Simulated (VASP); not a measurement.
Set up this calculation in VASP 6.6.1, as the native input.

```
Task                   : single point
Functional             : PBEsol
Potentials or basis    : VASP PAW PBE potentials, release 64 (Si, C)
Cutoff                 : 520 eV
k mesh                 : 12 × 12 × 2
Occupations            : gaussian, width 0.02 eV
Spin                   : no spin polarisation
Dipole correction      : no
Further INCAR settings : ALGO = Normal; EDIFF = 1e-06; NBANDS = 36
```

The structure of SiC (Moissanite 6H) lies in POSCAR:

```
SiC
1.0
    3.0790874996      0.0000000000      0.0000000000
   -1.5395437498      2.6665679952      0.0000000000
    0.0000000000      0.0000000000     15.1076943090
Si C
6 6
Direct
    0.0000000000      0.0000000000      0.1250346186
    0.0000000000      0.0000000000      0.6250346186
    0.3333333333      0.6666666667      0.2918199952
    0.6666666667      0.3333333333      0.7918199952
    0.3333333333      0.6666666667      0.9583138721
    0.6666666667      0.3333333333      0.4583138721
    0.0000000000      0.0000000000     -0.0003142250
    0.0000000000      0.0000000000      0.4996857750
    0.3333333333      0.6666666667      0.1668262172
    0.6666666667      0.3333333333      0.6668262172
    0.3333333333      0.6666666667      0.8333195219
    0.6666666667      0.3333333333      0.3333195219
```

These files were run (other wordings do the same):

INCAR

```
SYSTEM = SiC
PREC     = Accurate       ! precision mode
ENCUT    = 520            ! plane-wave cutoff, eV
EDIFF    = 1E-6           ! SCF threshold, eV
ISMEAR   = 0              ! smearing method
SIGMA    = 0.02           ! smearing width, eV
LREAL    = .FALSE.        ! projectors in reciprocal space
LASPH    = .TRUE.         ! aspherical terms in the spheres
NELM     = 100            ! most SCF steps
ALGO     = Normal         ! electronic algorithm
ISIF     = 2              ! what is computed and relaxed
LWAVE    = .FALSE.        ! write WAVECAR
LCHARG   = .FALSE.        ! write CHGCAR
GGA      = PS             ! functional
NBANDS   = 36             ! bands
```

KPOINTS

```
Automatic mesh
0
G
  12 12 2
  0 0 0
```

Potentials or basis: VASP PAW PBE potentials, release 64 (Si, C).

The run is started by

```console
$ cat potpaw_PBE.64/Si/POTCAR potpaw_PBE.64/C/POTCAR > POTCAR
$ mpirun -np 1 vasp_std > vasp.out
```

Results of the run:

```yaml
Pressure: 0.3 GPa
Band_gap_on_the_k_mesh: 1.91 eV, indirect (least direct gap 3.02 eV)
```

Caveat: the PAW data sets were made with another functional, which shifts forces and pressure a little.

Run time: 4.6 min on 1 thread of AMD EPYC 7R13, with other jobs on the host, peak memory 0.27 GiB.
